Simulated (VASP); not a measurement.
# LiF (Fm-3m) in VASP: further runs

LiF is run at these levels: PBE-based screened hybrid with 10 % exact exchange, PBE-based screened hybrid with 35 % exact exchange, PBE-based screened hybrid with 5 % exact exchange, HSE06; tasks: single point.

Everything below comes from runs of VASP 6.6.1. Logs are shortened: lines on timing, memory, paths and dates and some standing lists are left out, and cuts for length are marked.

**1. The cell of the first run**

The structure is cubic, space group Fm-3m (No. 225). The conventional cell has a = 3.990 Å, b = 3.990 Å, c = 3.990 Å, α = 90.00°, β = 90.00°, γ = 90.00°. Within 2.6 Å of Li (site symmetry m-3m) lie 6 F at 1.99 Å. Within 2.6 Å of F (site symmetry m-3m) lie 6 Li at 1.99 Å.

**2. Single point, PBE-based screened hybrid with 10 % exact exchange**

Input file POSCAR:

```
LiF
1.0
    0.0000000000      1.9948717434      1.9948717434
    1.9948717434      0.0000000000      1.9948717434
    1.9948717434      1.9948717434      0.0000000000
Li F
1 1
Direct
    0.0000000000      0.0000000000      0.0000000000
    0.5000000000      0.5000000000      0.5000000000
```

Input file INCAR.step1:

```
SYSTEM = LiF
ALGO = Normal
EDIFF = 1E-5
ENCUT = 520
GGA = PE
ISIF = 2
ISMEAR = 0
LASPH = .True.
LCHARG = .False.
LREAL = .False.
LWAVE = .True.
NBANDS = 12
NELM = 100
PREC = Accurate
SIGMA = 0.01
```

Input file INCAR.step2:

```
SYSTEM = LiF
AEXX = 0.1
ALGO = Normal
EDIFF = 1E-6
ENCUT = 520
GGA = PE
HFSCREEN = 0.2078
ISIF = 2
ISMEAR = 0
ISTART = 1
LASPH = .True.
LCHARG = .False.
LHFCALC = .True.
LREAL = .False.
LWAVE = .False.
NBANDS = 12
NELM = 100
PREC = Accurate
PRECFOCK = Normal
SIGMA = 0.01
```

Input file KPOINTS:

```
k-points
0
Gamma
  6 6 6
  0 0 0
```

Potentials or basis: VASP PAW PBE potentials, release 64 (Li_sv, F).

Started as:

```
$ cat potpaw_PBE.64/Li_sv/POTCAR potpaw_PBE.64/F/POTCAR > POTCAR
$ cp INCAR.step1 INCAR
$ mpirun -np 1 vasp_std > vasp.out
$ cp INCAR.step2 INCAR
$ mpirun -np 1 vasp_std > vasp.out
```

OUTCAR:

```text
SYSTEM = LiF
   AEXX = 0.1
   EDIFF = 1E-6
   ENCUT = 520
   GGA = PE
   HFSCREEN = 0.2078
   ISIF = 2
   ISMEAR = 0
   ISTART = 1
   LASPH = .True.
   LHFCALC = .True.
   LREAL = .False.
   NELM = 100
   PREC = Accurate
   PRECFOCK = Normal

 ion  position               nearest neighbor table
   1  0.000  0.000  0.000-   2 1.99   2 1.99   2 1.99   2 1.99   2 1.99   2 1.99
   2  0.500  0.500  0.500-   1 1.99   1 1.99   1 1.99   1 1.99   1 1.99   1 1.99

  LATTYP: Found a face centered cubic cell.
 ALAT       =     3.9897434868

  Lattice vectors:

 A1 = (   0.0000000000,   1.9948717434,   1.9948717434)
 A2 = (   1.9948717434,   0.0000000000,   1.9948717434)
 A3 = (   1.9948717434,   1.9948717434,   0.0000000000)

Analysis of symmetry for initial positions (statically):
=====================================================================
 Subroutine PRICEL returns:
 Original cell was already a primitive cell.

 Routine SETGRP: Setting up the symmetry group for a
 face centered cubic supercell.

 Subroutine GETGRP returns: Found 48 space group operations
 (whereof 48 operations were pure point group operations)
 out of a pool of 48 trial point group operations.

The static configuration has the point symmetry O_h .

Analysis of symmetry for dynamics (positions and initial velocities):
=====================================================================
 Subroutine PRICEL returns:
 Original cell was already a primitive cell.

 Routine SETGRP: Setting up the symmetry group for a
 face centered cubic supercell.

 Subroutine GETGRP returns: Found 48 space group operations
 (whereof 48 operations were pure point group operations)
 out of a pool of 48 trial point group operations.

The dynamic configuration has the point symmetry O_h .

 Subroutine INISYM returns: Found 48 space group operations
 (whereof 48 operations are pure point group operations),
 and found     1 'primitive' translations

----------------------------------------------------------------------------------------

                                     Primitive cell

  volume of cell :      15.8772

  direct lattice vectors                    reciprocal lattice vectors
     0.000000000  1.994871743  1.994871743    -0.250642680  0.250642680  0.250642680
     1.994871743  0.000000000  1.994871743     0.250642680 -0.250642680  0.250642680
     1.994871743  1.994871743  0.000000000     0.250642680  0.250642680 -0.250642680

  length of vectors
     2.821174675  2.821174675  2.821174675     0.434125856  0.434125856  0.434125856

  position of ions in fractional coordinates (direct lattice)
     0.000000000  0.000000000  0.000000000
     0.500000000  0.500000000  0.500000000

  ion indices of the primitive-cell ions
   primitive index   ion index
                 1           1
                 2           2

----------------------------------------------------------------------------------------

 KPOINTS: k-points

Automatic generation of k-mesh.
 Grid dimensions read from file:
 generate k-points for:    6    6    6

 Generating k-lattice:

  Cartesian coordinates                     Fractional coordinates (reciprocal lattice)
    -0.041773780  0.041773780  0.041773780     0.166666667  0.000000000  0.000000000
     0.041773780 -0.041773780  0.041773780     0.000000000  0.166666667  0.000000000
     0.041773780  0.041773780 -0.041773780     0.000000000  0.000000000  0.166666667

  Length of vectors
     0.072354309  0.072354309  0.072354309

  Shift w.r.t. Gamma in fractional coordinates (k-lattice)
     0.000000000  0.000000000  0.000000000

 Subroutine IBZKPT returns following result:
 ===========================================

 Found     16 irreducible k-points:

 Following reciprocal coordinates:
            Coordinates               Weight
  0.000000  0.000000  0.000000      1.000000
  0.166667  0.000000  0.000000      8.000000
  0.333333  0.000000  0.000000      8.000000
  0.500000  0.000000  0.000000      4.000000
  0.166667  0.166667  0.000000      6.000000
  0.333333  0.166667  0.000000     24.000000
[... 8 lines left out ...]
 -0.333333  0.333333  0.166667     24.000000
 -0.333333  0.500000  0.166667     12.000000
   k-points           NKPTS =     16   k-points in BZ     NKDIM =    216   number of bands    NBANDS=     12
   number of dos      NEDOS =    301   number of ions     NIONS =      2
   total plane-waves  NPLWV =  13824
   dimension x,y,z NGX =    24 NGY =   24 NGZ =   24
   dimension x,y,z NGXF=    48 NGYF=   48 NGZF=   48
   ions per type =               1   1
   NGX,Y,Z   is equivalent  to a cutoff of  14.14, 14.14, 14.14 a.u.
   NGXF,Y,Z  is equivalent  to a cutoff of  28.29, 28.29, 28.29 a.u.
 SYSTEM =  LiF
   PREC   = accura    normal or accurate (medium, high low for compatibility)
   ISTART =      1    job   : 0-new  1-cont  2-samecut
   ICHARG =      0    charge: 1-file 2-atom 10-const
   ISPIN  =      1    spin polarized calculation?
   LNONCOLLINEAR =      F non collinear calculations
   LSORBIT =      F    spin-orbit coupling
   LASPH  =      T    aspherical Exc in radial PAW
   ENCUT  =  520.0 eV  38.22 Ry    6.18 a.u.   5.25  5.25  5.25*2*pi/ulx,y,z
   NELM   =    100;   NELMIN=  2; NELMDL=  0     # of ELM steps
   EDIFF  = 0.1E-05   stopping-criterion for ELM
   LREAL  =      F    real-space projection
   EDIFFG = 0.1E-04   stopping-criterion for IOM
   NSW    =      0    number of steps for IOM
   IBRION =     -1    ionic relax: 0-MD 1-quasi-New 2-CG
   NFREE  =      0    steps in history (QN), initial steepest desc. (CG)
   ISIF   =      2    stress and relaxation
   ISYM   =      3    0-nonsym 1-usesym 2-fastsym
   POTIM  = 0.5000    time-step for ionic-motion
   TEBEG  =    0.0;   TEEND  =   0.0 temperature during run
   PSTRESS=    0.0 pullay stress
   NELECT =      10.0000    total number of electrons
   NUPDOWN=      -1.0000    fix difference up-down
   EMIN   =  10.00;   EMAX   =-10.00  energy-range for DOS
   EFERMI =   0.00;   METHOD = LEGACY
   ISMEAR =     0;   SIGMA  =   0.01  broadening in eV -4-tet -1-fermi 0-gaus
   EFERMI_NEDOS =   21; number of points for ismear=-14 and -15
   IALGO  =     38    algorithm
   IMIX   =      1    mixing-type and parameters
     AMIX     =   0.40;   BMIX     =  1.00
     AMIX_MAG =   1.60;   BMIX_MAG =  1.00
  volume/ion in A,a.u.               =       7.94        53.57
  Fermi-wavevector in a.u.,A,eV,Ry     =   1.403298  2.651848 26.793202  1.969245
  Thomas-Fermi vector in A             =   2.525974
   LORBIT       =      0    0 simple, 1 ext, 2 COOP (PROOUT), +10 PAW based schemes
   GGA     = PE    functional components
   LHFCALC =     T    Hartree Fock is set to
   PRECFOCK=normal    Normal, Fast or Accurate (Low or Medium for compatibility)
   ENCUT4O =  -1.0   cutoff for four orbital integrals eV
   NKREDX  =     1    reduce k-point grid by
   NKREDY  =     1    reduce k-point grid by
   NKREDZ  =     1    reduce k-point grid by
   AEXX    =    0.1000 exact exchange contribution
   HFSCREEN=    0.2078 screening length (either q_TF or 0.3 A-1)
   HFSCREENC=   0.2078 screening length for correlation (either q_TF or 0.3 A-1)
   ENCUTFOCK=  -1.0 apply spherical cutoff to Coloumb kernel
   IVDW    =     0    specifies the selected vdW correction
   LEPSILON=     F    determine dielectric tensor
   LRPA    =     F    only Hartree local field effects (RPA)
 non-spin polarized calculation
 Gauss-broadening in eV      SIGMA  =   0.01
  energy-cutoff  :      520.00
  volume of cell :       15.88
 maximum number of plane-waves:       444
 NGX is ok and might be reduce to    24
  NGX = 16; NGY = 16; NGZ = 16

 number of electron       9.9999997 magnetization

 Free energy of the ion-electron system (eV)
  ---------------------------------------------------
  ext. energy  EPLUGINS =         0.00000000
  ---------------------------------------------------
  free energy    TOTEN  =       -10.32430516 eV

  energy without entropy =      -10.32430516  energy(sigma->0) =      -10.32430516

 E-fermi :  -1.4210     XC(G=0):  -9.3821

 val. band max:       -1.5238354615   @ k =   0.0000   0.0000   0.0000
 cond. band min:       8.7477176141   @ k =   0.0000   0.0000   0.0000
 fundamental gap:     10.2715530756
 Fermi energy:        -1.4210443913

 k-point     1 :       0.0000    0.0000    0.0000
  band No.  band energies     occupation
      1     -43.2055      2.00000
      2     -22.2216      2.00000
      3      -1.5238      2.00000
      4      -1.5238      2.00000
      5      -1.5238      2.00000
      6       8.7477      0.00000
      7      23.8829      0.00000
      8      23.8829      0.00000
      9      23.8829      0.00000
     10      24.0883      0.00000
     11      24.0883      0.00000
     12      24.0883      0.00000

 k-point     2 :       0.1667    0.0000    0.0000
  band No.  band energies     occupation
      1     -43.1889      2.00000
      2     -22.1120      2.00000
      3      -2.2827      2.00000
      4      -1.5882      2.00000
      5      -1.5882      2.00000
      6       9.4652      0.00000
      7      19.2736      0.00000
      8      21.5046      0.00000
      9      21.5046      0.00000
     10      25.9093      0.00000
     11      26.0670      0.00000
     12      26.0671      0.00000

 k-point     3 :       0.3333    0.0000    0.0000
  band No.  band energies     occupation
      1     -43.1555      2.00000
      2     -21.8796      2.00000
      3      -3.5970      2.00000
      4      -1.7111      2.00000
      5      -1.7111      2.00000
      6      10.2970      0.00000
      7      16.8770      0.00000
      8      19.3811      0.00000
      9      19.3811      0.00000
     10      28.2395      0.00000
     11      28.9708      0.00000
     12      28.9708      0.00000
[... 166 lines left out ...]
 k-point    15 :      -0.3333    0.3333    0.1667
  band No.  band energies     occupation
      1     -43.1249      2.00000
      2     -21.5634      2.00000
      3      -3.8712      2.00000
      4      -3.2909      2.00000
      5      -2.1929      2.00000
      6      13.2032      0.00000
      7      15.1070      0.00000
      8      18.3330      0.00000
      9      19.1210      0.00000
     10      27.1385      0.00000
     11      27.9672      0.00000
     12      35.6398      0.00000

 k-point    16 :      -0.3333    0.5000    0.1667
  band No.  band energies     occupation
      1     -43.1205      2.00000
      2     -21.4892      2.00000
      3      -4.2336      2.00000
      4      -3.1814      2.00000
      5      -2.4265      2.00000
      6      14.6354      0.00000
      7      15.0924      0.00000
      8      17.2356      0.00000
      9      19.3947      0.00000
     10      23.8142      0.00000
     11      31.5901      0.00000
     12      34.1781      0.00000

------------------------ aborting loop because EDIFF is reached ----------------------------------------

  FORCE on cell =-STRESS in cart. coord.  units (eV):
  Direction    XX          YY          ZZ          XY          YZ          ZX
  --------------------------------------------------------------------------------------
  -------------------------------------------------------------------------------------
  Total        0.2793196      0.2793196      0.2793196      0.0000000      0.0000000     -0.0000000
  in kB       28.1862312     28.1862312     28.1862312      0.0000000      0.0000000     -0.0000000
  external PRESSURE =      28.1862312 kB  Pullay stress =       0.0000000 kB

 VOLUME and BASIS-vectors are now :
 -----------------------------------------------------------------------------
  energy-cutoff  :      520.00
  volume of cell :       15.88
      direct lattice vectors                 reciprocal lattice vectors
     0.000000000  1.994871743  1.994871743    -0.250642680  0.250642680  0.250642680
     1.994871743  0.000000000  1.994871743     0.250642680 -0.250642680  0.250642680
     1.994871743  1.994871743  0.000000000     0.250642680  0.250642680 -0.250642680

 POSITION                                       TOTAL-FORCE (eV/Angst)
 -----------------------------------------------------------------------------------
      0.00000      0.00000      0.00000        -0.000000      0.000000     -0.000000
      1.99487      1.99487      1.99487         0.000000     -0.000000      0.000000
 -----------------------------------------------------------------------------------
    total drift:                               -0.000000     -0.000000     -0.000000

  FREE ENERGIE OF THE ION-ELECTRON SYSTEM (eV)
  ---------------------------------------------------
  free  energy   TOTEN  =       -10.3243051627 eV

  energy  without entropy=      -10.3243051627  energy(sigma->0) =      -10.32430516
```

Wall time 2.9 min (1 thread of Oxide Virtual Turin-like, shared host); peak memory 0.2 GiB.

Results:

```
Free energy            : -10.3243 eV
Band gap on the k mesh : 10.27 eV
```

Levels at points of the mesh, in eV from the valence-band top:
```
           k point  band 1  band 2  band 3  band 4  band 5  band 6  band 7  band 8  band 9  band 10
(0.00, 0.00, 0.00)  -41.68  -20.70    0.00    0.00    0.00   10.27   25.41   25.41   25.41    25.61
(0.50, 0.00, 0.00)  -41.62  -20.23   -2.67   -0.25   -0.25   11.85   18.15   20.12   20.12    31.97
(0.50, 0.50, 0.00)  -41.60  -19.94   -3.18   -1.06   -1.06   16.12   17.52   18.82   21.66    21.66
```

Caveat: the k points lie up to 0.45 Å⁻¹ apart; the cutoff is under 1.25 times the usual one of these potentials, so pressure, stress and relaxed cells hold a basis-set (Pulay) error; the PAW data sets were made with another functional, which shifts forces and pressure a little.

**3. Single point, PBE-based screened hybrid with 35 % exact exchange**

POSCAR is that of step 2.

Input file INCAR.step1:

```
SYSTEM = LiF
PREC = Accurate
ENCUT = 520
EDIFF = 1E-5
ISMEAR = 0
SIGMA = 0.01
LREAL = .False.
LASPH = .True.
NELM = 60
ALGO = Normal
ISIF = 2
LWAVE = .True.
NBANDS = 12
GGA = PE
```

Input file INCAR.step2:

```
SYSTEM = LiF
PREC = Accurate
ENCUT = 520
EDIFF = 1E-7
ISMEAR = 0
SIGMA = 0.01
LREAL = .False.
LASPH = .True.
NELM = 60
ALGO = Normal
ISIF = 2
LWAVE = .False.
LCHARG = .True.
GGA = PE
LHFCALC = .True.
AEXX = 0.35
HFSCREEN = 0.3
PRECFOCK = Normal
LELF = .True.
LVHAR = .True.
NBANDS = 12
ISTART = 1
```

Input file KPOINTS:

```
Automatic mesh
0
Gamma
  6 6 6
  0 0 0
```

Potentials or basis: VASP PAW PBE potentials, release 64 (Li_sv, F).

Started as:

```
$ cat potpaw_PBE.64/Li_sv/POTCAR potpaw_PBE.64/F/POTCAR > POTCAR
$ cp INCAR.step1 INCAR
$ mpirun -np 1 vasp_std > vasp.out
$ cp INCAR.step2 INCAR
$ mpirun -np 1 vasp_std > vasp.out
```

Run time: 4.4 min. Hardware: 1 thread of Oxide Virtual Turin-like, shared host; peak memory 0.2 GiB.

The run converged. Its results:

* Free energy: -11.8411 eV
* Band gap on the k mesh: 12.20 eV

Levels at points of the mesh, in eV from the valence-band top:
```tsv
k point	band 3	band 4	band 5	band 6	band 7	band 8
(0.00, 0.00, 0.00)	0.00	0.00	0.00	12.20	27.61	27.61
(0.50, 0.00, 0.00)	-2.78	-0.27	-0.27	13.81	20.40	22.20
(0.50, 0.50, 0.00)	-3.27	-1.11	-1.11	18.30	19.44	20.95
```

Caveat: the k points lie up to 0.45 Å⁻¹ apart; the cutoff is under 1.25 times the usual one of these potentials, so pressure, stress and relaxed cells hold a basis-set (Pulay) error; the PAW data sets were made with another functional, which shifts forces and pressure a little.

**4. Single point, PBE-based screened hybrid with 5 % exact exchange**

POSCAR is that of step 3.

Input file INCAR.step1:

```
SYSTEM = LiF
PREC = Accurate ; ENCUT = 520
EDIFF = 1E-5 ; ISMEAR = 0
SIGMA = 0.01 ; LREAL = .FALSE.
LASPH = .TRUE. ; NELM = 80
ALGO = Normal ; ISIF = 2
LWAVE = .TRUE. ; LCHARG = .FALSE.
NBANDS = 12 ; GGA = PE
```

Input file INCAR.step2:

```
SYSTEM = LiF
PREC = Accurate ; ENCUT = 520
EDIFF = 1E-7 ; ISMEAR = 0
SIGMA = 0.01 ; LREAL = .FALSE.
LASPH = .TRUE. ; NELM = 80
ALGO = Normal ; ISIF = 2
LWAVE = .FALSE. ; LCHARG = .FALSE.
GGA = PE ; LHFCALC = .TRUE.
AEXX = 0.05 ; HFSCREEN = 0.1
PRECFOCK = Normal ; NBANDS = 12
ISTART = 1
```

Input file KPOINTS:

```
regular mesh
0
G
  6 6 6
  0 0 0
```

Started as:

```
$ cat potpaw_PBE.64/Li_sv/POTCAR potpaw_PBE.64/F/POTCAR > POTCAR
$ cp INCAR.step1 INCAR
$ mpirun -np 1 vasp_std > vasp.out
$ cp INCAR.step2 INCAR
$ mpirun -np 1 vasp_std > vasp.out
```

Wall time 3.1 min (1 thread of Oxide Virtual Turin-like, shared host); peak memory 0.2 GiB.

Results (log left out):

- Free energy: -10.0265 eV
- Band gap on the k mesh: 9.89 eV

Levels at points of the mesh, in eV from the valence-band top:
```csv
k point,band 2,band 3,band 4,band 5,band 6,band 7,band 8,band 9
"(0.00, 0.00, 0.00)",-20.38,0.00,0.00,0.00,9.89,24.96,24.96,24.96
"(0.50, 0.00, 0.00)",-19.92,-2.64,-0.24,-0.24,11.47,17.70,19.70,19.70
"(0.50, 0.50, 0.00)",-19.63,-3.16,-1.05,-1.05,15.68,17.14,18.39,21.20
```

Caveat: the k points lie up to 0.45 Å⁻¹ apart; the cutoff is under 1.25 times the usual one of these potentials, so pressure, stress and relaxed cells hold a basis-set (Pulay) error; the PAW data sets were made with another functional, which shifts forces and pressure a little.

**5. Single point, HSE06**

POSCAR is that of step 4.

Input file INCAR.step1:

```
SYSTEM = LiF
PREC = Accurate ; ENCUT = 520
EDIFF = 1E-5 ; ISMEAR = 0
SIGMA = 0.2 ; LREAL = .FALSE.
LASPH = .TRUE. ; NELM = 100
ALGO = Normal ; ISIF = 2
LWAVE = .TRUE. ; LCHARG = .FALSE.
GGA = PE ; NBANDS = 12
```

Input file INCAR.step2:

```
SYSTEM = LiF
PREC = Accurate ; ENCUT = 520
EDIFF = 1E-6 ; ISMEAR = 0
SIGMA = 0.2 ; LREAL = .FALSE.
LASPH = .TRUE. ; NELM = 100
ALGO = Normal ; ISIF = 2
LWAVE = .FALSE. ; LCHARG = .FALSE.
GGA = PE ; LHFCALC = .TRUE.
HFSCREEN = 0.2079 ; PRECFOCK = Normal
ISTART = 1 ; NBANDS = 12
```

Input file KPOINTS:

```
Automatic mesh
0
G
  6 6 6
  0 0 0
```

Started as:

```
$ cat potpaw_PBE.64/Li_sv/POTCAR potpaw_PBE.64/F/POTCAR > POTCAR
$ cp INCAR.step1 INCAR
$ mpirun -np 1 vasp_std > vasp.out
$ cp INCAR.step2 INCAR
$ mpirun -np 1 vasp_std > vasp.out
```

Wall time 4.4 min (1 thread of Oxide Virtual Turin-like, shared host); peak memory 0.2 GiB.

The run converged. Its results:

```yaml
Free_energy: -11.3863 eV
Band_gap_on_the_k_mesh: 11.67 eV
```

Levels at points of the mesh, in eV from the valence-band top:
```csv
k point,band 2,band 3,band 4,band 5,band 6,band 7,band 8,band 9
"(0.00, 0.00, 0.00)",-21.66,0.00,0.00,0.00,11.67,27.00,27.00,27.00
"(0.50, 0.00, 0.00)",-21.18,-2.75,-0.26,-0.26,13.27,19.76,21.63,21.63
"(0.50, 0.50, 0.00)",-20.89,-3.25,-1.10,-1.10,17.69,18.91,20.35,23.30
```

Caveat: the k points lie up to 0.45 Å⁻¹ apart; the cutoff is under 1.25 times the usual one of these potentials, so pressure, stress and relaxed cells hold a basis-set (Pulay) error; the PAW data sets were made with another functional, which shifts forces and pressure a little.

**6. Summary**

| level | smearing | share of exact exchange | screening parameter | gap on the mesh (eV) |
| --- | --- | --- | --- | --- |
| PBE-based screened hybrid with 10 % exact exchange | gaussian 0.01 eV | 0.1 | 0.2078 1/Å | 10.27 |
| PBE-based screened hybrid with 35 % exact exchange | gaussian 0.01 eV | 0.35 | 0.3 1/Å | 12.20 |
| PBE-based screened hybrid with 5 % exact exchange | gaussian 0.01 eV | 0.05 | 0.1 1/Å | 9.89 |
| HSE06 | gaussian 0.2 eV | 0.25 | 0.2079 1/Å | 11.67 |

Alike in all rows: task single point; potentials or basis VASP PAW PBE potentials, release 64 (Li_sv, F); no spin polarisation; cell as given; k mesh 6 × 6 × 6; cutoff (eV) 520.

Caveats: all runs use coarse meshes; the cutoff is under 1.25 times the usual one of these potentials, so pressure, stress and relaxed cells hold a basis-set (Pulay) error; the PAW data sets were made with another functional, which shifts forces and pressure a little.

Absolute energies hang on the potentials; compare differences alone.
